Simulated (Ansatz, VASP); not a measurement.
**GeBiO4: VASP beside Ansatz**

```
CELL_PARAMETERS angstrom
4.00664 0.00000 0.00000
0.00000 4.00664 0.00000
0.00000 0.00000 6.30962
ATOMIC_POSITIONS crystal
Ge 0.50000 0.50000 0.50000
Bi 0.00000 0.00000 0.00000
O 0.50000 0.00000 0.00000
O 0.00000 0.50000 0.00000
O 0.00000 0.00000 0.34379
O 0.00000 0.00000 0.65621
```

Change from the starting cell: species swapped into the RbAlF4 type (P4/mmm, No. 123).

Alike in both runs: functional PBE; k mesh 6 × 6 × 4; occupations gaussian, width 0.1 eV; no spin polarisation.

Ansatz relaxed the structure, and its values are those at the end. VASP's run is a single point on that final structure, the one shown.

|  | VASP | Ansatz |
| --- | --- | --- |
| version | VASP 6.6.1 | Ansatz 0.2.0 |
| potentials or method | VASP PAW PBE potentials, release 64 (Ge_d, Bi_d, O), cutoff 520 eV | scalar-relativistic, plane waves, PAW |
| valence electrons in the cell | 53 | 53 |

```csv
,VASP,Ansatz,Ansatz less VASP
gap on the k mesh at the Fermi level (eV),none,none,-
pressure (GPa),0.1,0.0,-0.20
rms of the force components (eV/Å),0.022,0.005,-0.0170
```

A gap of «none» marks a metal or a gap that the smearing closes.

Neither program's run includes spin-orbit coupling.
